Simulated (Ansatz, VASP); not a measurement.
One calculation of La2O, two programs

File INCAR:

```
SYSTEM = La2O
PREC     = Accurate       ! precision mode
ENCUT    = 600            ! plane-wave cutoff, eV
EDIFF    = 1E-6           ! SCF threshold, eV
ISMEAR   = 0              ! smearing method
SIGMA    = 0.1            ! smearing width, eV
LREAL    = .False.        ! projectors in reciprocal space
LASPH    = .True.         ! aspherical terms in the spheres
NELM     = 100            ! most SCF steps
ALGO     = Normal         ! electronic algorithm
ISIF     = 3              ! what is computed and relaxed
LWAVE    = .False.        ! write WAVECAR
LCHARG   = .False.        ! write CHGCAR
GGA      = PE             ! functional
IBRION   = 2              ! ionic algorithm
NSW      = 90             ! ionic steps
EDIFFG   = -0.04          ! ionic threshold
```

Contents of KPOINTS:

```
regular mesh
0
Gamma
  6 6 6
  0 0 0
```

POSCAR

```
La2O
1.0
    0.0000000000      3.0633696600      3.0633696600
    3.0633696600      0.0000000000      3.0633696600
    3.0633696600      3.0633696600      0.0000000000
La O
2 1
Direct
    0.2500000000      0.2500000000      0.2500000000
    0.7500000000      0.7500000000      0.7500000000
    0.0000000000      0.0000000000      0.0000000000
```

Input for Ansatz:

```yaml
crystal:
  lattice:
    - [0.0, 3.06336966, 3.06336966]
    - [3.06336966, 0.0, 3.06336966]
    - [3.06336966, 3.06336966, 0.0]
  atoms:
    - { symbol: La, position: [0.25, 0.25, 0.25] }
    - { symbol: La, position: [0.75, 0.75, 0.75] }
    - { symbol: O, position: [0.0, 0.0, 0.0] }
basis:
  ecutwfc: 420
kpoints:
  mp_grid: { grid: [6, 6, 6] }
hamiltonian:
  xc: pbe
scf:
  occupations: { method: gaussian, width: 0.1 }
  lower_state_search: "off"
output:
  forces: true
  stress: true
  eigenvalues: true
relax:
  adjacent_minimum: "off"
  f_tol: 0.04
  max_steps: 70
  cell: { stress_tol: 0.4 }
```

Change from the starting cell: species swapped into the TbO2 type (Fm-3m, No. 225).

Alike in both runs: task relaxation of cell and atoms; functional PBE; k mesh 6 × 6 × 6; occupations gaussian, width 0.1 eV; no spin polarisation.

|  | VASP | Ansatz |
| --- | --- | --- |
| version | VASP 6.6.1 | Ansatz 0.2.0 |
| potentials or method | VASP PAW PBE potentials, release 64 (La, O), cutoff 600 eV | scalar-relativistic, plane waves, PAW |
| valence electrons in the cell | 28 | 28 |

VASP gave:

* gap on the k mesh at the Fermi level, each at its own relaxed structure (eV): none
* relaxed volume (Å³/atom): 21.68
* relaxed cell length with the largest relative difference (Å): 4.514

Problem. Which values does Ansatz return?

Solution. gap on the k mesh at the Fermi level, each at its own relaxed structure (eV): none; relaxed volume (Å³/atom): 21.66; relaxed cell length with the largest relative difference (Å): 4.513.

A gap of «none» marks a metal or a gap that the smearing closes.

Spin-orbit coupling is off throughout.
